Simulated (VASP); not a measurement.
Runs of VASP 6.6.1 on Si7Ge. The structure is that of space group Cmm2 (No. 35), or close to it. The cells are those of the table. 

```tsv
cell	gap on the mesh (eV)	pressure (GPa)	largest force (eV/Å)
a = 5.459, b = 5.459, c = 10.618 Å, 16 atoms	none	(b)	2.44
a = 5.459, b = 5.459, c = 12.418 Å, 16 atoms	none	-2.7	1.33
a = 5.459, b = 5.459, c = 11.918 Å, 16 atoms	none	(a)	1.88
a = 5.459, b = 5.459, c = 12.918 Å, 16 atoms	none	-2.1	0.82
a = 5.459, b = 5.459, c = 11.418 Å, 16 atoms	none	-2.6	2.36
```

Alike in all rows: task single point; level PBEsol; potentials or basis VASP PAW PBE potentials, release 64 (Si, Ge_d); no spin polarisation; k mesh 6 × 6 × 3; cutoff (eV) 520; smearing gaussian 0.03 eV.

Question: Estimate the missing entries.

Answer: (a) -3.1; (b) 3.1.

Caveats: the PAW data sets were made with another functional, which shifts forces and pressure a little; semilocal functionals underestimate gaps, and a narrow one can read as zero (at least some runs); the cell stands under pressure (at least some runs); the cell stands under tension (at least some runs).

A k mesh can miss the band edges, and the runs leave out spin-orbit coupling on Ge.

A gap of «none» marks levels without a gap at the run's occupations.
